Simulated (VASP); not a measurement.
# CdI2 (P-3m1) in VASP: notebook, part 3 of 3

VASP 6.6.1. Earlier steps stand in the parts before.

## (7) Single point, HSE06

File POSCAR:

```
CdI2
1.0
    4.2483568949      0.0000000000      0.0000000000
   -2.1241784474      3.6791849953      0.0000000000
    0.0000000000      0.0000000000      6.8844151716
Cd I
1 2
Direct
    0.0000000000      0.0000000000      0.0000000000
    0.3333333333      0.6666666667      0.2495592320
    0.6666666667      0.3333333333      0.7504407680
```

File INCAR.step1:

```
PREC = Accurate
ENCUT = 400
EDIFF = 1E-5
ISMEAR = 0
SIGMA = 0.01
LREAL = F
LASPH = T
NELM = 120
ALGO = Normal
ISIF = 2
LWAVE = T
LCHARG = F
NBANDS = 20
GGA = PE
GGA_COMPAT = F
```

File INCAR.step2:

```
PREC = Accurate
ENCUT = 400
EDIFF = 1E-6
ISMEAR = 0
SIGMA = 0.01
LREAL = F
LASPH = T
NELM = 120
ALGO = Normal
ISIF = 2
LWAVE = F
LCHARG = F
GGA = PE
LHFCALC = T
HFSCREEN = 0.2079
PRECFOCK = Normal
NBANDS = 20
ISTART = 1
GGA_COMPAT = F
```

File KPOINTS:

```
regular mesh
0
Gamma
  6 6 2
```

Potentials or basis: VASP PAW PBE potentials, release 64 (Cd, I).

Started as:

```
$ cat potpaw_PBE.64/Cd/POTCAR potpaw_PBE.64/I/POTCAR > POTCAR
$ cp INCAR.step1 INCAR
$ mpirun -np 1 vasp_std > vasp.out
$ cp INCAR.step2 INCAR
$ mpirun -np 1 vasp_std > vasp.out
```

OUTCAR:

```text
PREC = Accurate
   ENCUT = 400
   EDIFF = 1E-6
   ISMEAR = 0
   LREAL = F
   LASPH = T
   NELM = 120
   ISIF = 2
   GGA = PE
   LHFCALC = T
   HFSCREEN = 0.2079
   PRECFOCK = Normal
   ISTART = 1

 ion  position               nearest neighbor table
   1  0.000  0.000  0.000-   2 2.99   3 2.99   2 2.99   3 2.99   3 2.99   2 2.99
   2  0.333  0.667  0.250-   1 2.99   1 2.99   1 2.99
   3  0.667  0.333  0.750-   1 2.99   1 2.99   1 2.99

  LATTYP: Found a hexagonal cell.
 ALAT       =     4.2483568949
 C/A-ratio  =     1.6204888953

  Lattice vectors:

 A1 = (   4.2483568949,   0.0000000000,   0.0000000000)
 A2 = (  -2.1241784474,   3.6791849953,   0.0000000000)
 A3 = (   0.0000000000,   0.0000000000,   6.8844151716)

Analysis of symmetry for initial positions (statically):
=====================================================================
 Subroutine PRICEL returns:
 Original cell was already a primitive cell.

 Routine SETGRP: Setting up the symmetry group for a
 hexagonal supercell.

 Subroutine GETGRP returns: Found 12 space group operations
 (whereof 12 operations were pure point group operations)
 out of a pool of 24 trial point group operations.

The static configuration has the point symmetry D_3d.

Analysis of symmetry for dynamics (positions and initial velocities):
=====================================================================
 Subroutine PRICEL returns:
 Original cell was already a primitive cell.

 Routine SETGRP: Setting up the symmetry group for a
 hexagonal supercell.

 Subroutine GETGRP returns: Found 12 space group operations
 (whereof 12 operations were pure point group operations)
 out of a pool of 24 trial point group operations.

The dynamic configuration has the point symmetry D_3d.

 Subroutine INISYM returns: Found 12 space group operations
 (whereof 12 operations are pure point group operations),
 and found     1 'primitive' translations

----------------------------------------------------------------------------------------

                                     Primitive cell

  volume of cell :     107.6068

  direct lattice vectors                    reciprocal lattice vectors
     4.248356895  0.000000000  0.000000000     0.235385121  0.135899663  0.000000000
    -2.124178447  3.679184995  0.000000000     0.000000000  0.271799325  0.000000000
     0.000000000  0.000000000  6.884415172     0.000000000  0.000000000  0.145255621

  length of vectors
     4.248356895  4.248356895  6.884415172     0.271799325  0.271799325  0.145255621

  position of ions in fractional coordinates (direct lattice)
     0.000000000  0.000000000  0.000000000
     0.333333333  0.666666667  0.249559232
     0.666666667  0.333333333  0.750440768

  ion indices of the primitive-cell ions
   primitive index   ion index
                 1           1
                 2           2
                 3           3

[... 33 lines left out ...]
  0.333333  0.166667  0.000000     12.000000
  0.333333  0.333333  0.000000      2.000000
  0.000000  0.000000  0.500000      1.000000
  0.166667  0.000000  0.500000      6.000000
  0.333333  0.000000  0.500000      6.000000
  0.500000  0.000000  0.500000      3.000000
  0.166667  0.166667  0.500000      6.000000
  0.333333  0.166667  0.500000     12.000000
  0.333333  0.333333  0.500000      2.000000
   k-points           NKPTS =     14   k-points in BZ     NKDIM =     72   number of bands    NBANDS=     20
   number of dos      NEDOS =    301   number of ions     NIONS =      3
   total plane-waves  NPLWV =  37632
   dimension x,y,z NGX =    28 NGY =   28 NGZ =   48
   dimension x,y,z NGXF=    56 NGYF=   56 NGZF=   96
   ions per type =               1   2
   NGX,Y,Z   is equivalent  to a cutoff of  10.96, 10.96, 11.59 a.u.
   NGXF,Y,Z  is equivalent  to a cutoff of  21.91, 21.91, 23.18 a.u.
 SYSTEM =  unknown system
   PREC   = accura    normal or accurate (medium, high low for compatibility)
   ISTART =      1    job   : 0-new  1-cont  2-samecut
   ICHARG =      0    charge: 1-file 2-atom 10-const
   ISPIN  =      1    spin polarized calculation?
   LNONCOLLINEAR =      F non collinear calculations
   LSORBIT =      F    spin-orbit coupling
   LASPH  =      T    aspherical Exc in radial PAW
   ENCUT  =  400.0 eV  29.40 Ry    5.42 a.u.   6.93  6.93 11.23*2*pi/ulx,y,z
   NELM   =    120;   NELMIN=  2; NELMDL=  0     # of ELM steps
   EDIFF  = 0.1E-05   stopping-criterion for ELM
   LREAL  =      F    real-space projection
   EDIFFG = 0.1E-04   stopping-criterion for IOM
   NSW    =      0    number of steps for IOM
   IBRION =     -1    ionic relax: 0-MD 1-quasi-New 2-CG
   NFREE  =      0    steps in history (QN), initial steepest desc. (CG)
   ISIF   =      2    stress and relaxation
   ISYM   =      3    0-nonsym 1-usesym 2-fastsym
   POTIM  = 0.5000    time-step for ionic-motion
   TEBEG  =    0.0;   TEEND  =   0.0 temperature during run
   PSTRESS=    0.0 pullay stress
   NELECT =      26.0000    total number of electrons
   NUPDOWN=      -1.0000    fix difference up-down
   EMIN   =  10.00;   EMAX   =-10.00  energy-range for DOS
   EFERMI =   0.00;   METHOD = LEGACY
   ISMEAR =     0;   SIGMA  =   0.01  broadening in eV -4-tet -1-fermi 0-gaus
   EFERMI_NEDOS =   21; number of points for ismear=-14 and -15
   IALGO  =     38    algorithm
   IMIX   =      1    mixing-type and parameters
     AMIX     =   0.40;   BMIX     =  1.00
     AMIX_MAG =   1.60;   BMIX_MAG =  1.00
  volume/ion in A,a.u.               =      35.87       242.06
  Fermi-wavevector in a.u.,A,eV,Ry     =   1.019654  1.926866 14.145893  1.039694
  Thomas-Fermi vector in A             =   2.153180
   LORBIT       =      0    0 simple, 1 ext, 2 COOP (PROOUT), +10 PAW based schemes
   GGA     = PE    functional components
   LHFCALC =     T    Hartree Fock is set to
   PRECFOCK=normal    Normal, Fast or Accurate (Low or Medium for compatibility)
   ENCUT4O =  -1.0   cutoff for four orbital integrals eV
   NKREDX  =     1    reduce k-point grid by
   NKREDY  =     1    reduce k-point grid by
   NKREDZ  =     1    reduce k-point grid by
   AEXX    =    0.2500 exact exchange contribution
   HFSCREEN=    0.2079 screening length (either q_TF or 0.3 A-1)
   HFSCREENC=   0.2079 screening length for correlation (either q_TF or 0.3 A-1)
   ENCUTFOCK=  -1.0 apply spherical cutoff to Coloumb kernel
   IVDW    =     0    specifies the selected vdW correction
   LEPSILON=     F    determine dielectric tensor
   LRPA    =     F    only Hartree local field effects (RPA)
 non-spin polarized calculation
 Gauss-broadening in eV      SIGMA  =   0.01
  energy-cutoff  :      400.00
  volume of cell :      107.61
 maximum number of plane-waves:      1971
 NGX is ok and might be reduce to    28
  NGX = 24; NGY = 24; NGZ = 36

 number of electron      26.0000012 magnetization

 Free energy of the ion-electron system (eV)
  ---------------------------------------------------
  ext. energy  EPLUGINS =         0.00000000
  ---------------------------------------------------
  free energy    TOTEN  =        -7.07365875 eV

  energy without entropy =       -7.07365875  energy(sigma->0) =       -7.07365875

 E-fermi :   1.3875     XC(G=0):  -7.1373

 val. band max:        1.2947700621   @ k =   0.0000   0.0000   0.5000
 cond. band min:       4.6417701996   @ k =   0.5000   0.0000   0.5000
 fundamental gap:      3.3470001375
 Fermi energy:         1.3874960576

 k-point     1 :       0.0000    0.0000    0.0000
  band No.  band energies     occupation
      1     -11.8303      2.00000
      2     -11.0471      2.00000
      3      -7.5433      2.00000
      4      -7.5433      2.00000
      5      -7.3995      2.00000
      6      -7.3285      2.00000
[... 311 lines left out ...]
     19      11.3904      0.00000
     20      11.3905      0.00000

------------------------ aborting loop because EDIFF is reached ----------------------------------------

  FORCE on cell =-STRESS in cart. coord.  units (eV):
  Direction    XX          YY          ZZ          XY          YZ          ZX
  --------------------------------------------------------------------------------------
  -------------------------------------------------------------------------------------
  Total        0.4421692      0.4421692      0.3737957      0.0000000      0.0000000     -0.0000000
  in kB        6.5835385      6.5835385      5.5655126      0.0000000      0.0000000     -0.0000000
  external PRESSURE =       6.2441965 kB  Pullay stress =       0.0000000 kB

 VOLUME and BASIS-vectors are now :
 -----------------------------------------------------------------------------
  energy-cutoff  :      400.00
  volume of cell :      107.61
      direct lattice vectors                 reciprocal lattice vectors
     4.248356895  0.000000000  0.000000000     0.235385121  0.135899663  0.000000000
    -2.124178447  3.679184995  0.000000000     0.000000000  0.271799325  0.000000000
     0.000000000  0.000000000  6.884415172     0.000000000  0.000000000  0.145255621

 POSITION                                       TOTAL-FORCE (eV/Angst)
 -----------------------------------------------------------------------------------
      0.00000      0.00000      0.00000         0.000000      0.000000      0.000000
     -0.00000      2.45279      1.71807         0.000000     -0.000000     -0.060852
      2.12418      1.22639      5.16635        -0.000000     -0.000000      0.060852
 -----------------------------------------------------------------------------------
    total drift:                               -0.000000     -0.000000      0.000006

  FREE ENERGIE OF THE ION-ELECTRON SYSTEM (eV)
  ---------------------------------------------------
  free  energy   TOTEN  =        -7.0736587542 eV

  energy  without entropy=       -7.0736587542  energy(sigma->0) =       -7.07365875
```

Wall time 52 min (1 thread of Intel Xeon 8259CL, shared host); peak memory 0.32 GiB.

What came out:

```yaml
Free_energy: -7.0737 eV
Pressure: 0.6 GPa
Largest_force: 0.061 eV/Å
Band_gap_on_the_k_mesh: 3.35 eV (least direct gap 3.61 eV)
```

Forces on the atoms (eV/Å):
```
Cd   0.000  0.000  0.000
I    0.000  0.000 -0.061
I    0.000  0.000  0.061
```

Levels at points of the mesh, in eV from the valence-band top:
```
           k point  band 11  band 12  band 13  band 14  band 15  band 16
(0.00, 0.00, 0.00)    -0.15    -0.15    -0.13     3.48     5.42     7.44
(0.50, 0.00, 0.00)    -1.60    -0.72    -0.13     3.62     5.98     6.86
(0.00, 0.00, 0.50)    -0.42     0.00     0.00     4.64     5.47     7.21
(0.50, 0.00, 0.50)    -1.28    -0.53    -0.46     3.35     5.88     6.84
```

Caveat: the k points lie up to 0.46 Å⁻¹ apart; the PAW data sets were made with another functional, which shifts forces and pressure a little; spin-orbit coupling is left out, which moves the levels of the heavy elements; this functional lacks dispersion, which binds the layers, so the pressure and a relaxed spacing across them are unreliable.

## (8) Overview

```tsv
level	potentials or basis	k mesh	cutoff (eV)	grid for exact exchange (PRECFOCK)	share of exact exchange	screening parameter	gap on the mesh (eV)	pressure (GPa)	largest force (eV/Å)
PBE	VASP PAW PBE potentials, release 64 (Cd, I)	6 × 6 × 2	500	-	-	-	2.37	1.7	0.09
LDA	VASP PAW LDA potentials, release 64 (Cd, I)	6 × 6 × 2	500	-	-	-	2.20	-1.9	0.24
PBE	VASP PAW PBE potentials, release 64 (Cd, I)	6 × 6 × 4	500	-	-	-	2.37	1.7	0.09
r2SCAN	VASP PAW PBE potentials, release 64 (Cd, I)	6 × 6 × 2	550	-	-	-	2.82	1.0	0.02
HSE06	VASP PAW PBE potentials, release 64 (Cd, I)	6 × 6 × 2	400	Normal	0.25	0.2079 1/Å	3.35	0.6	0.06
```

Alike in all rows: task single point; no spin polarisation; cell as given; smearing gaussian 0.01 eV.

Caveats: some runs use coarse meshes; spin-orbit coupling is left out, which moves the levels of the heavy elements; this functional lacks dispersion, which binds the layers, so the pressure and a relaxed spacing across them are unreliable (at least some runs); the PAW data sets were made with another functional, which shifts forces and pressure a little (at least some runs).

Total energies depend on the potentials used, so only differences within one code and one set of settings carry meaning.
